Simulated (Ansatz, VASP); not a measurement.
**One calculation of Ba, two programs**

```xyz
1
Lattice="0.0000 2.9013 2.9013 2.9013 0.0000 2.9013 2.9013 2.9013 0.0000" Properties=species:S:1:pos:R:3 pbc="T T T"
Ba    0.0000    0.0000    0.0000
```

Change from the starting cell: volume scaled by 0.76, LAPW.

Alike in both runs: task single point; functional PBE; k mesh 10 × 10 × 10; occupations fermi-dirac, width 0.1 eV; no spin polarisation.

|  | VASP | Ansatz |
| --- | --- | --- |
| version | VASP 6.6.1 | Ansatz 0.2.0 |
| potentials or method | VASP PAW PBE potentials, release 64 (Ba_sv), cutoff 520 eV | all-electron LAPW, scalar-relativistic |

|  | VASP | Ansatz | Ansatz less VASP |
| --- | --- | --- | --- |
| pressure (GPa) | 3.2 | 3.0 | -0.20 |

Ansatz ran all-electron here, and VASP with PAW potentials.

Spin-orbit coupling is off throughout.
